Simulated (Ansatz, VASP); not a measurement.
**Two plane-wave programs on H**

```xyz
2
Lattice="-1.6915 1.6915 2.0585 1.6915 -1.6915 2.0585 1.6915 1.6915 -2.0585" Properties=species:S:1:pos:R:3 pbc="T T T"
H     0.0000    0.0000    0.3711
H     0.0000    0.0000    3.7459
```

Alike in both runs: task relaxation of cell and atoms; functional r2SCAN; k mesh 11 × 11 × 11; occupations fermi-dirac, width 0.05 eV; no spin polarisation.

|  | VASP | Ansatz |
| --- | --- | --- |
| version | VASP 6.6.1 | Ansatz 0.2.0 |
| potentials or method | VASP PAW PBE potentials, release 64 (H) | Ansatz PAW |
| plane-wave cutoff (eV) | 600 | 500 |
| valence electrons in the cell | 2 | 2 |

Ansatz gave:

| Property | Result |
| --- | --- |
| gap on the k mesh at the Fermi level, each at its own relaxed structure (eV) | 10.35 |
| relaxed volume (Å³/atom) | 15.59 |
| relaxed cell length with the largest relative difference (Å) | 3.480 |

Task: Estimate VASP's values.

Result: gap on the k mesh at the Fermi level, each at its own relaxed structure (eV): 9.98; relaxed volume (Å³/atom): 12.94; relaxed cell length with the largest relative difference (Å): 3.258.

VASP's potentials were made for PBE, not for r2SCAN. One of these differences is far larger than is usual between the two programs; its cause wasn't traced.

Noted on Ansatz's run: the volume moved by over 15 % at a fixed basis, so the end points are rough; odd divisions of the mesh miss points on the zone boundary, where band edges often lie, so the gap on the mesh can be too wide; the plane-wave basis is chosen anew once the cell has moved, so the energies of steps on either side of that aren't comparable.
